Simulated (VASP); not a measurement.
A run of VASP 6.6.1 is set up as follows.

Contents of INCAR:

```
SYSTEM = Au3C
PREC = Accurate
ENCUT = 520
EDIFF = 1E-7
ISMEAR = 0
SIGMA = 0.1
LREAL = .FALSE.
LASPH = .TRUE.
NELM = 60
ALGO = Normal
ISIF = 2
LWAVE = .FALSE.
LCHARG = .FALSE.
LDIPOL = .TRUE.
IDIPOL = 3
DIPOL = 0.5 0.5 0.348
GGA = PE
NBANDS = 26
```

Contents of KPOINTS:

```
regular mesh
0
G
  9 9 1
  0 0 0
```

POSCAR

```
Au3C
1.0
    2.9402049748      0.0000000000      0.0000000000
   -1.4701024874      2.5462922005      0.0000000000
    0.0000000000      0.0000000000     21.8974947720
Au C
3 1
Direct
    0.6666666667      0.3333333333      0.1826692981
    0.3333333333      0.6666666667      0.2945190844
    0.0000000000      0.0000000000      0.4063247812
    0.5555555556     -0.5555555556      0.5099896079
```

Potentials or basis: VASP PAW PBE potentials, release 64 (Au, C).

The run is started by

```bash
$ cat potpaw_PBE.64/Au/POTCAR potpaw_PBE.64/C/POTCAR > POTCAR
$ mpirun -np 1 vasp_std > vasp.out
```

Q: Predict the largest force.

A: 1.423 eV/Å.

Forces in eV/Å, atoms in the order of the input:
```
Au   0.003 -0.002  0.122
Au   0.021 -0.012  0.068
Au   0.039 -0.023  1.231
C   -0.063  0.036 -1.421
```
